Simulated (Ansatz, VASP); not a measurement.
One calculation of Sb, two programs

```
Sb
1.0
     0.00000    2.43887    2.43887
     2.43887    0.00000    2.43887
     2.43887    2.43887    0.00000
Sb
1
Direct
  0.00000 0.00000 0.00000
```

Alike in both runs: task single point; functional PBE; k mesh 14 × 14 × 14; occupations gaussian, width 0.1 eV; no spin polarisation.

```csv
,VASP,Ansatz
version,VASP 6.6.1,Ansatz 0.2.0
potentials or method,"VASP PAW PBE potentials, release 64 (Sb), cutoff 520 eV","scalar-relativistic, plane waves, PAW"
valence electrons in the cell,5,15
```

|  | VASP | Ansatz | Ansatz less VASP |
| --- | --- | --- | --- |
| gap on the k mesh at the Fermi level (eV) | none | none | - |
| pressure (GPa) | -3.0 | -2.9 | +0.13 |

A gap of «none» marks a metal or a gap that the smearing closes. VASP's potentials hold 5 valence electrons a cell and Ansatz's 15, so a difference there can come from the potentials and not from the codes.

Neither program's run includes spin-orbit coupling.
